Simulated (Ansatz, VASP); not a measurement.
# Au: VASP beside Ansatz

```xyz
2
Lattice="2.7617 0.0000 0.0000 -1.3808 2.3917 0.0000 0.0000 0.0000 4.6196" Properties=species:S:1:pos:R:3 pbc="T T T"
Au    0.0000    1.5945    1.1549
Au    1.3808    0.7972    3.4647
```

Alike in both runs: task single point; functional LDA; k mesh 14 × 14 × 8; occupations fermi-dirac, width 0.1 eV; no spin polarisation.

```csv
,VASP,Ansatz
version,VASP 6.6.1,Ansatz 0.2.0
potentials or method,"VASP PAW LDA potentials, release 64 (Au), cutoff 520 eV","plane waves (420 eV) with PAW, scalar-relativistic"
valence electrons in the cell,22,38
```

|  | VASP | Ansatz | Ansatz less VASP |
| --- | --- | --- | --- |
| pressure (GPa) | 21.1 | 20.4 | -0.69 |
| traceless stress, the component that is largest in VASP (GPa) | -0.36 | -0.24 | +0.124 |

Ansatz warns that its potentials were made for another functional, while VASP's fit it. LDA's correlation is that of Perdew and Zunger in VASP and of Perdew and Wang (1992) in Ansatz. VASP's potentials hold 22 valence electrons a cell and Ansatz's 38, so a difference there can come from the potentials and not from the codes.

Neither program's run includes spin-orbit coupling.
